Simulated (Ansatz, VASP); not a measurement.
# Ca: VASP beside Ansatz

```
Ca
1.0
     3.55393    0.00000    0.00000
     0.00000    3.55393    0.00000
     0.00000    0.00000    3.39653
Ca
1
Cartesian
  1.7770 1.7770 1.6983
```

Alike in both runs: task single point; functional PBE; k mesh 6 × 6 × 6; occupations gaussian, width 0.1 eV; no spin polarisation.

```csv
,VASP,Ansatz
version,VASP 6.6.1,Ansatz 0.2.0
potentials or method,"VASP PAW PBE potentials, release 64 (Ca_sv), cutoff 520 eV","scalar-relativistic, plane waves, PAW"
valence electrons in the cell,10,10
```

|  | VASP | Ansatz | Ansatz less VASP |
| --- | --- | --- | --- |
| gap on the k mesh at the Fermi level (eV) | none | none | - |
| pressure (GPa) | 0.3 | 0.3 | 0.00 |
| traceless stress, the component that is largest in VASP (GPa) | 2.09 | 2.09 | -0.002 |

A gap of «none» marks a metal or a gap that the smearing closes.
